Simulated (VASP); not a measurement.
Input of a VASP 6.6.1 run:

INCAR

```
SYSTEM = H5CN
PREC = Accurate
ENCUT = 520
EDIFF = 1E-6
ISMEAR = 0
SIGMA = 0.1
LREAL = .FALSE.
LASPH = .TRUE.
NELM = 80
ALGO = Normal
ISIF = 2
LWAVE = .FALSE.
LCHARG = .FALSE.
LDIPOL = .TRUE.
IDIPOL = 3
DIPOL = 0.5 0.5 0.648
GGA = PE
IVDW = 12
NBANDS = 16
```

The input KPOINTS:

```
regular mesh
0
G
  3 3 1
  0 0 0
```

Contents of POSCAR:

```
H5CN
1.0
    6.3187499463      0.0000000000      0.0000000000
    0.0000000000      6.3187499463      0.0000000000
    0.0000000000      0.0000000000     26.5332499463
C N H
1 1 5
Direct
    0.3825527760     -0.1888394674      0.6592389050
    0.2255565650     -0.2673835989      0.6222831310
    0.4026648542     -0.0180438836      0.6536802152
    0.5350112526     -0.2656018939      0.6512714307
    0.3337355881     -0.2219883813      0.6982332385
    0.0801383064     -0.1980119021      0.6281022074
    0.2014159590     -0.4280080342      0.6261107021
```

Potentials or basis: VASP PAW PBE potentials, release 64 (C, N, H).

Command:

```bash
$ cat potpaw_PBE.64/C/POTCAR potpaw_PBE.64/N/POTCAR potpaw_PBE.64/H/POTCAR > POTCAR
$ mpirun -np 1 vasp_std > vasp.out
```

Estimate the dispersion energy per atom.

-0.012 eV.

Predict the largest force.

0.827 eV/Å.

Estimate the gap between the frontier levels.

3.98 eV (least direct gap 4.00 eV).

Forces on the atoms (eV/Å):
```
C   -0.557 -0.415 -0.450
N   -0.239 -0.120  0.012
H    0.016  0.041  0.089
H    0.006  0.030  0.116
H    0.268  0.143  0.265
H    0.359 -0.119 -0.034
H    0.147  0.439  0.002
```
